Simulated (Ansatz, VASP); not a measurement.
# One calculation of SiGe, two programs

File INCAR:

```
PREC = Accurate
ENCUT = 520
EDIFF = 1E-6
ISMEAR = 0
SIGMA = 0.03
LREAL = F
LASPH = T
NELM = 60
ALGO = Normal
ISIF = 2
LWAVE = F
LCHARG = T
GGA = CA
LELF = T
LVHAR = T
NBANDS = 26
```

The input KPOINTS:

```
Automatic mesh
0
Gamma
  12 12 6
```

Contents of POSCAR:

```
SiGe
1.0
    3.7634436583      0.0000000000      0.0000000000
   -1.8817218292      3.2592378138      0.0000000000
    0.0000000000      0.0000000000      6.2194898057
Si Ge
2 2
Direct
    0.6666666667      0.3333333333      0.8745031008
    0.3333333333      0.6666666667      0.3745031008
    0.6666666667      0.3333333333      0.5083148150
    0.3333333333      0.6666666667      0.0083148150
```

Input for Ansatz:

```yaml
crystal:
  lattice:
    - [3.7634436583, 0.0, 0.0]
    - [-1.8817218292, 3.2592378138, 0.0]
    - [0.0, 0.0, 6.2194898057]
  atoms:
    - { symbol: Si, position: [0.6666666667, 0.3333333333, 0.8745031008] }
    - { symbol: Si, position: [0.3333333333, 0.6666666667, 0.3745031008] }
    - { symbol: Ge, position: [0.6666666667, 0.3333333333, 0.508314815] }
    - { symbol: Ge, position: [0.3333333333, 0.6666666667, 0.008314815] }
basis:
  ecutwfc: 420
kpoints:
  mp_grid: { grid: [12, 12, 6] }
hamiltonian:
  xc: lda
  pseudopotentials: { kind: paw, azcp: { folder: soft_1 } }
scf:
  occupations: { method: gaussian, width: 0.03 }
output:
  forces: true
  stress: true
  eigenvalues: true
```

Alike in both runs: task single point; functional LDA; k mesh 12 × 12 × 6; occupations gaussian, width 0.03 eV; no spin polarisation.

|  | VASP | Ansatz |
| --- | --- | --- |
| version | VASP 6.6.1 | Ansatz 0.2.0 |
| potentials or method | VASP PAW LDA potentials, release 64 (Si, Ge_d), cutoff 520 eV | scalar-relativistic, plane waves, PAW |
| valence electrons in the cell | 36 | 36 |

Ansatz gave:

```
gap on the k mesh at the Fermi level (eV)                     : 0.09
least direct gap on the mesh (eV)                             : 0.62
pressure (GPa)                                                : 8.6
traceless stress, the component that is largest in VASP (GPa) : 3.18
rms of the force components (eV/Å)                            : 0.420
```

Task: What did VASP give for the same quantities?

Result: gap on the k mesh at the Fermi level (eV): 0.09; least direct gap on the mesh (eV): 0.63; pressure (GPa): 8.7; traceless stress, the component that is largest in VASP (GPa): 3.18; rms of the force components (eV/Å): 0.420.

Ansatz warns that its potentials were made for another functional, while VASP's fit it. LDA's correlation is that of Perdew and Zunger in VASP and of Perdew and Wang (1992) in Ansatz. Atom by atom the forces differ by 0.001 eV/Å (rms over components).
